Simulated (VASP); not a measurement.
# Ti (Fm-3m) in VASP: a series of runs

The runs below take Ti through single point, with PBE.

Everything below comes from runs of VASP 6.6.1. Logs are shortened: lines on timing, memory, paths and dates and some standing lists are left out, and cuts for length are marked.

**1. The cell of the first run**

Symmetry: Fm-3m, No. 225, cubic system. Conventional cell: a = 4.112 Å, b = 4.112 Å, c = 4.112 Å, α = 90.00°, β = 90.00°, γ = 90.00°. Within 3.8 Å of Ti (site symmetry m-3m) lie 12 Ti at 2.91 Å.

**2. Single point, PBE**

Input file INCAR:

```
SYSTEM = Ti
PREC     = Accurate       ! precision mode
ENCUT    = 520            ! plane-wave cutoff, eV
EDIFF    = 1E-6           ! SCF threshold, eV
ISMEAR   = 0              ! smearing method
SIGMA    = 0.1            ! smearing width, eV
LREAL    = .False.        ! projectors in reciprocal space
LASPH    = .True.         ! aspherical terms in the spheres
NELM     = 100            ! most SCF steps
ALGO     = Fast           ! electronic algorithm
ISIF     = 2              ! what is computed and relaxed
LWAVE    = .False.        ! write WAVECAR
LCHARG   = .True.         ! write CHGCAR
GGA      = PE             ! functional
LELF     = .True.         ! ELF
LVHAR    = .True.       
NBANDS   = 12             ! bands
```

Input file KPOINTS:

```
regular mesh
0
Gamma
  18 18 18
  0 0 0
```

Input file POSCAR:

```
Ti
1.0
    0.0000000000      2.0559779607      2.0559779607
    2.0559779607      0.0000000000      2.0559779607
    2.0559779607      2.0559779607      0.0000000000
Ti
1
Direct
    0.0000000000      0.0000000000      0.0000000000
```

Potentials or basis: VASP PAW PBE potentials, release 64 (Ti_sv).

Started as:

```
cat potpaw_PBE.64/Ti_sv/POTCAR > POTCAR
mpirun -np 1 vasp_std > vasp.out
```

OUTCAR:

```text
SYSTEM = Ti
   PREC = Accurate
   ENCUT = 520
   EDIFF = 1E-6
   ISMEAR = 0
   LREAL = .False.
   LASPH = .True.
   NELM = 100
   ISIF = 2
   GGA = PE

 ion  position               nearest neighbor table
   1  0.000  0.000  0.000-

  LATTYP: Found a face centered cubic cell.
 ALAT       =     4.1119559214

  Lattice vectors:

 A1 = (   0.0000000000,   2.0559779607,   2.0559779607)
 A2 = (   2.0559779607,   0.0000000000,   2.0559779607)
 A3 = (   2.0559779607,   2.0559779607,   0.0000000000)

Analysis of symmetry for initial positions (statically):
=====================================================================
 Subroutine PRICEL returns:
 Original cell was already a primitive cell.

 Routine SETGRP: Setting up the symmetry group for a
 face centered cubic supercell.

 Subroutine GETGRP returns: Found 48 space group operations
 (whereof 48 operations were pure point group operations)
 out of a pool of 48 trial point group operations.

The static configuration has the point symmetry O_h .

Analysis of symmetry for dynamics (positions and initial velocities):
=====================================================================
 Subroutine PRICEL returns:
 Original cell was already a primitive cell.

 Routine SETGRP: Setting up the symmetry group for a
 face centered cubic supercell.

 Subroutine GETGRP returns: Found 48 space group operations
 (whereof 48 operations were pure point group operations)
 out of a pool of 48 trial point group operations.

The dynamic configuration has the point symmetry O_h .

 Subroutine INISYM returns: Found 48 space group operations
 (whereof 48 operations are pure point group operations),
 and found     1 'primitive' translations

----------------------------------------------------------------------------------------

                                     Primitive cell

  volume of cell :      17.3814

  direct lattice vectors                    reciprocal lattice vectors
     0.000000000  2.055977961  2.055977961    -0.243193268  0.243193268  0.243193268
     2.055977961  0.000000000  2.055977961     0.243193268 -0.243193268  0.243193268
     2.055977961  2.055977961  0.000000000     0.243193268  0.243193268 -0.243193268

  length of vectors
     2.907591916  2.907591916  2.907591916     0.421223097  0.421223097  0.421223097

  position of ions in fractional coordinates (direct lattice)
     0.000000000  0.000000000  0.000000000

  ion indices of the primitive-cell ions
   primitive index   ion index
                 1           1

----------------------------------------------------------------------------------------

 KPOINTS: regular mesh

Automatic generation of k-mesh.
 Grid dimensions read from file:
 generate k-points for:   18   18   18

 Generating k-lattice:

  Cartesian coordinates                     Fractional coordinates (reciprocal lattice)
    -0.013510737  0.013510737  0.013510737     0.055555556  0.000000000  0.000000000
     0.013510737 -0.013510737  0.013510737     0.000000000  0.055555556  0.000000000
     0.013510737  0.013510737 -0.013510737     0.000000000  0.000000000  0.055555556

  Length of vectors
     0.023401283  0.023401283  0.023401283

  Shift w.r.t. Gamma in fractional coordinates (k-lattice)
     0.000000000  0.000000000  0.000000000

 Subroutine IBZKPT returns following result:
 ===========================================

 Found    195 irreducible k-points:

 Following reciprocal coordinates:
            Coordinates               Weight
  0.000000  0.000000  0.000000      1.000000
  0.055556  0.000000  0.000000      8.000000
  0.111111  0.000000  0.000000      8.000000
  0.166667  0.000000  0.000000      8.000000
  0.222222  0.000000  0.000000      8.000000
  0.277778  0.000000  0.000000      8.000000
[... 16 lines left out ...]
 -0.277778  0.055556  0.000000     24.000000
 -0.222222  0.055556  0.000000     24.000000
 [... further k-points ...]
   k-points           NKPTS =    195   k-points in BZ     NKDIM =    195   number of bands    NBANDS=     12
   number of dos      NEDOS =    301   number of ions     NIONS =      1
   total plane-waves  NPLWV =  13824
   dimension x,y,z NGX =    24 NGY =   24 NGZ =   24
   dimension x,y,z NGXF=    48 NGYF=   48 NGZF=   48
   ions per type =               1
   NGX,Y,Z   is equivalent  to a cutoff of  13.72, 13.72, 13.72 a.u.
   NGXF,Y,Z  is equivalent  to a cutoff of  27.44, 27.44, 27.44 a.u.
 SYSTEM =  Ti
   PREC   = accura    normal or accurate (medium, high low for compatibility)
   ISTART =      0    job   : 0-new  1-cont  2-samecut
   ICHARG =      2    charge: 1-file 2-atom 10-const
   ISPIN  =      1    spin polarized calculation?
   LNONCOLLINEAR =      F non collinear calculations
   LSORBIT =      F    spin-orbit coupling
   LASPH  =      T    aspherical Exc in radial PAW
   ENCUT  =  520.0 eV  38.22 Ry    6.18 a.u.   5.41  5.41  5.41*2*pi/ulx,y,z
   NELM   =    100;   NELMIN=  2; NELMDL= -5     # of ELM steps
   EDIFF  = 0.1E-05   stopping-criterion for ELM
   LREAL  =      F    real-space projection
   EDIFFG = 0.1E-04   stopping-criterion for IOM
   NSW    =      0    number of steps for IOM
   IBRION =     -1    ionic relax: 0-MD 1-quasi-New 2-CG
   NFREE  =      0    steps in history (QN), initial steepest desc. (CG)
   ISIF   =      2    stress and relaxation
   ISYM   =      2    0-nonsym 1-usesym 2-fastsym
   POTIM  = 0.5000    time-step for ionic-motion
   TEBEG  =    0.0;   TEEND  =   0.0 temperature during run
   PSTRESS=    0.0 pullay stress
   NELECT =      12.0000    total number of electrons
   NUPDOWN=      -1.0000    fix difference up-down
   EMIN   =  10.00;   EMAX   =-10.00  energy-range for DOS
   EFERMI =   0.00;   METHOD = LEGACY
   ISMEAR =     0;   SIGMA  =   0.10  broadening in eV -4-tet -1-fermi 0-gaus
   EFERMI_NEDOS =   21; number of points for ismear=-14 and -15
   IALGO  =     68    algorithm
   IMIX   =      4    mixing-type and parameters
     AMIX     =   0.40;   BMIX     =  1.00
     AMIX_MAG =   1.60;   BMIX_MAG =  1.00
  volume/ion in A,a.u.               =      17.38       117.30
  Fermi-wavevector in a.u.,A,eV,Ry     =   1.446905  2.734255 28.484275  2.093535
  Thomas-Fermi vector in A             =   2.564921
   LORBIT       =      0    0 simple, 1 ext, 2 COOP (PROOUT), +10 PAW based schemes
   GGA     = PE    functional components
   LHFCALC =     F    Hartree Fock is set to
   AEXX    =    0.0000 exact exchange contribution
   IVDW    =     0    specifies the selected vdW correction
   LEPSILON=     F    determine dielectric tensor
   LRPA    =     F    only Hartree local field effects (RPA)
 non-spin polarized calculation
 RMM-DIIS sequential band-by-band and
 Gauss-broadening in eV      SIGMA  =   0.10
  energy-cutoff  :      520.00
  volume of cell :       17.38
 maximum number of plane-waves:       489
 NGX is ok and might be reduce to    24
   NGX = 11   NGY = 11   NGZ = 11

 number of electron      12.0000002 magnetization

 Free energy of the ion-electron system (eV)
  ---------------------------------------------------
  ext. energy  EPLUGINS =         0.00000000
  ---------------------------------------------------
  free energy    TOTEN  =        -7.78207373 eV

  energy without entropy =       -7.77324512  energy(sigma->0) =       -7.77765943

 E-fermi :   8.2127     XC(G=0): -11.4952

 val. band max:        8.2082066776   @ k =  -0.3889   0.3889   0.1667
 cond. band min:       8.2222076209   @ k =   0.2778   0.0000   0.0000
 fundamental gap:      0.0140009433
 Fermi energy:         8.2127194922

 k-point     1 :       0.0000    0.0000    0.0000
  band No.  band energies     occupation
      1     -48.4997      2.00000
      2     -24.3599      2.00000
      3     -24.3599      2.00000
      4     -24.3599      2.00000
      5       2.1178      2.00000
      6       9.0864      0.00000
      7       9.0864      0.00000
      8       9.0864      0.00000
      9      10.7155      0.00000
     10      10.7155      0.00000
     11      23.4544      0.00000
     12      27.9264      0.00000

 k-point     2 :       0.0556    0.0000    0.0000
  band No.  band energies     occupation
      1     -48.4961      2.00000
      2     -24.3808      2.00000
      3     -24.3626      2.00000
      4     -24.3626      2.00000
      5       2.2178      2.00000
      6       9.0244      0.00000
      7       9.1228      0.00000
      8       9.1228      0.00000
      9      10.6918      0.00000
     10      10.6918      0.00000
     11      23.5364      0.00000
     12      27.0943      0.00000

 k-point     3 :       0.1111    0.0000    0.0000
  band No.  band energies     occupation
      1     -48.4857      2.00000
      2     -24.4404      2.00000
      3     -24.3701      2.00000
      4     -24.3701      2.00000
      5       2.5113      2.00000
      6       8.8549      0.00000
      7       9.2176      0.00000
      8       9.2176      0.00000
      9      10.6384      0.00000
     10      10.6384      0.00000
     11      23.6756      0.00000
     12      25.6224      0.00000
[... 286 lines left out ...]
 k-point    23 :      -0.2778    0.0556    0.0000
  band No.  band energies     occupation
      1     -48.4197      2.00000
      2     -24.7926      2.00000
      3     -24.4376      2.00000
      4     -24.4088      2.00000
      5       4.5345      2.00000
      6       8.1500      1.62521
      7       9.2150      0.00000
      8       9.3235      0.00000
      9      10.7883      0.00000
     10      11.2742      0.00000
     11      19.9086      0.00000
     12      23.7721      0.00000

 k-point    24 :      -0.2222    0.0556    0.0000
  band No.  band energies     occupation
      1     -48.4405      2.00000
      2     -24.6816      2.00000
      3     -24.4222      2.00000
      4     -24.3936      2.00000
      5       3.8720      2.00000
      6       8.2752      0.37670
      7       9.3172      0.00000
      8       9.4167      0.00000
      9      10.5200      0.00000
     10      10.9983      0.00000
     11      21.4247      0.00000
     12      24.1388      0.00000

 [... further k-points ...]

------------------------ aborting loop because EDIFF is reached ----------------------------------------

  FORCE on cell =-STRESS in cart. coord.  units (eV):
  Direction    XX          YY          ZZ          XY          YZ          ZX
  --------------------------------------------------------------------------------------
  -------------------------------------------------------------------------------------
  Total       -0.0298117     -0.0298117     -0.0298117      0.0000000     -0.0000000      0.0000000
  in kB       -2.7479657     -2.7479657     -2.7479657      0.0000000     -0.0000000      0.0000000
  external PRESSURE =      -2.7479657 kB  Pullay stress =       0.0000000 kB

 VOLUME and BASIS-vectors are now :
 -----------------------------------------------------------------------------
  energy-cutoff  :      520.00
  volume of cell :       17.38
      direct lattice vectors                 reciprocal lattice vectors
     0.000000000  2.055977961  2.055977961    -0.243193268  0.243193268  0.243193268
     2.055977961  0.000000000  2.055977961     0.243193268 -0.243193268  0.243193268
     2.055977961  2.055977961  0.000000000     0.243193268  0.243193268 -0.243193268

 POSITION                                       TOTAL-FORCE (eV/Angst)
 -----------------------------------------------------------------------------------
      0.00000      0.00000      0.00000         0.000000     -0.000000      0.000000
 -----------------------------------------------------------------------------------
    total drift:                                0.000000     -0.000000      0.000000

  FREE ENERGIE OF THE ION-ELECTRON SYSTEM (eV)
  ---------------------------------------------------
  free  energy   TOTEN  =        -7.7820737325 eV

  energy  without entropy=       -7.7732451213  energy(sigma->0) =       -7.77765943
```

It took 2.1 min on 1 thread of AMD EPYC 7R13, shared host; peak memory 0.13 GiB.

Results:

| Property | Result |
| --- | --- |
| Free energy | -7.7821 eV |
| Pressure | -0.3 GPa |
| Band gap on the k mesh | zero (band 6 reaches 9.09 eV, above the bottom of band 7 at 7.78 eV) |

Levels at points of the mesh, in eV from the Fermi level:
| k point | band 3 | band 4 | band 5 | band 6 | band 7 | band 8 | band 9 | band 10 |
| --- | --- | --- | --- | --- | --- | --- | --- | --- |
| (0.00, 0.00, 0.00) | -32.57 | -32.57 | -6.09 | 0.87 | 0.87 | 0.87 | 2.50 | 2.50 |
| (0.50, 0.00, 0.00) | -32.66 | -32.66 | -2.58 | 0.63 | 0.76 | 0.76 | 3.57 | 3.57 |
| (0.50, 0.50, 0.00) | -32.81 | -32.81 | -2.57 | -1.71 | 2.84 | 3.56 | 3.84 | 3.84 |

**3. Single point, PBE**

Input file INCAR:

```
SYSTEM = Ti
ALGO = Fast ; EDIFF = 1E-7
ENCUT = 520 ; GGA = PE
ISIF = 2 ; ISMEAR = 0
LASPH = .True. ; LCHARG = .False.
LREAL = .False. ; LWAVE = .False.
NBANDS = 12 ; NELM = 80
PREC = Accurate ; SIGMA = 0.15
```

Input file KPOINTS:

```
k-points
0
Gamma
  20 20 20
  0 0 0
```

POSCAR is that of step 2.

Potentials or basis: VASP PAW PBE potentials, release 64 (Ti_sv).

Started as:

```
cat potpaw_PBE.64/Ti_sv/POTCAR > POTCAR
mpirun -np 1 vasp_std > vasp.out
```

OUTCAR:

```text
SYSTEM = Ti
   EDIFF = 1E-7
   ENCUT = 520
   GGA = PE
   ISIF = 2
   ISMEAR = 0
   LASPH = .True.
   LREAL = .False.
   NELM = 80
   PREC = Accurate

 ion  position               nearest neighbor table
   1  0.000  0.000  0.000-

  LATTYP: Found a face centered cubic cell.
 ALAT       =     4.1119559214

  Lattice vectors:

 A1 = (   0.0000000000,   2.0559779607,   2.0559779607)
 A2 = (   2.0559779607,   0.0000000000,   2.0559779607)
[... 540 lines left out ...]
     11      18.1362      0.00000
     12      23.2499      0.00000

 [... further k-points ...]

------------------------ aborting loop because EDIFF is reached ----------------------------------------

  FORCE on cell =-STRESS in cart. coord.  units (eV):
  Direction    XX          YY          ZZ          XY          YZ          ZX
  --------------------------------------------------------------------------------------
  -------------------------------------------------------------------------------------
  Total       -0.0224762     -0.0224762     -0.0224762      0.0000000     -0.0000000      0.0000000
  in kB       -2.0718042     -2.0718042     -2.0718042      0.0000000     -0.0000000      0.0000000
  external PRESSURE =      -2.0718042 kB  Pullay stress =       0.0000000 kB

 VOLUME and BASIS-vectors are now :
 -----------------------------------------------------------------------------
  energy-cutoff  :      520.00
  volume of cell :       17.38
      direct lattice vectors                 reciprocal lattice vectors
     0.000000000  2.055977961  2.055977961    -0.243193268  0.243193268  0.243193268
     2.055977961  0.000000000  2.055977961     0.243193268 -0.243193268  0.243193268
     2.055977961  2.055977961  0.000000000     0.243193268  0.243193268 -0.243193268

 POSITION                                       TOTAL-FORCE (eV/Angst)
 -----------------------------------------------------------------------------------
      0.00000      0.00000      0.00000         0.000000      0.000000      0.000000
 -----------------------------------------------------------------------------------
    total drift:                                0.000000      0.000000     -0.000000

  FREE ENERGIE OF THE ION-ELECTRON SYSTEM (eV)
  ---------------------------------------------------
  free  energy   TOTEN  =        -7.7876503724 eV

  energy  without entropy=       -7.7681015752  energy(sigma->0) =       -7.77787597
```

OSZICAR:

```text
N       E                     dE             d eps       ncg     rms          rms(c)
DAV:   1     0.873970306931E+02    0.87397E+02   -0.66266E+03  6164   0.121E+03
DAV:   2    -0.439175144685E+01   -0.91789E+02   -0.89303E+02  6260   0.297E+02
DAV:   3    -0.870952168311E+01   -0.43178E+01   -0.42761E+01  8564   0.656E+01
[... 16 lines left out ...]
RMM:  20    -0.778764960623E+01   -0.65624E-06   -0.60117E-06  7008   0.107E-02    0.472E-03
RMM:  21    -0.778764998062E+01   -0.37438E-06   -0.36215E-06  6617   0.802E-03    0.436E-03
RMM:  22    -0.778765018559E+01   -0.20498E-06   -0.20922E-06  6544   0.638E-03    0.414E-03
RMM:  23    -0.778765027789E+01   -0.92301E-07   -0.18891E-06  7302   0.943E-03    0.902E-04
RMM:  24    -0.778765037238E+01   -0.94484E-07   -0.89813E-07  5493   0.444E-03
   1 F= -.77876504E+01 E0= -.77778760E+01  d E =-.195488E-01
```

stdout:

```text
POSCAR found type information on POSCAR Ti
 POSCAR found :  1 types and       1 ions
 scaLAPACK will be used
 LDA part: xc-table for (Slater+PW92), standard interpolation
 POSCAR, INCAR and KPOINTS ok, starting setup
 FFT: planning ... GRIDC
 FFT: planning ... GRID_SOFT
 FFT: planning ... GRID
 WAVECAR not read
 entering main loop
WARNING in EDDRMM: call to ZHEGV failed, returncode =   6  3     12
WARNING in EDDRMM: call to ZHEGV failed, returncode =   6  3      5
WARNING in EDDRMM: call to ZHEGV failed, returncode =   6  3      6
WARNING in EDDRMM: call to ZHEGV failed, returncode =   6  3      5
WARNING in EDDRMM: call to ZHEGV failed, returncode =   6  3      7
WARNING in EDDRMM: call to ZHEGV failed, returncode =   6  3      9
WARNING in EDDRMM: call to ZHEGV failed, returncode =   8  4      5
WARNING in EDDRMM: call to ZHEGV failed, returncode =   8  4     11
WARNING in EDDRMM: call to ZHEGV failed, returncode =   6  3      5
WARNING in EDDRMM: call to ZHEGV failed, returncode =   6  3      5
[... 6 lines left out ...]
WARNING in EDDRMM: call to ZHEGV failed, returncode =   6  3      6
WARNING in EDDRMM: call to ZHEGV failed, returncode =   6  3      5
WARNING in EDDRMM: call to ZHEGV failed, returncode =   8  4      8
WARNING in EDDRMM: call to ZHEGV failed, returncode =   6  3     10
WARNING in EDDRMM: call to ZHEGV failed, returncode =   6  3      5
WARNING in EDDRMM: call to ZHEGV failed, returncode =   8  4      5
WARNING in EDDRMM: call to ZHEGV failed, returncode =   6  3      5
WARNING in EDDRMM: call to ZHEGV failed, returncode =   6  3      5
WARNING in EDDRMM: call to ZHEGV failed, returncode =   8  4      6
WARNING in EDDRMM: call to ZHEGV failed, returncode =   6  3      6
```

It took 3.4 min on 1 thread of AMD EPYC 7R13, shared host; peak memory 0.15 GiB.

Results:

* Free energy: -7.7877 eV
* Pressure: -0.2 GPa
* Band gap on the k mesh: zero (band 6 reaches 9.09 eV, above the bottom of band 7 at 7.83 eV)
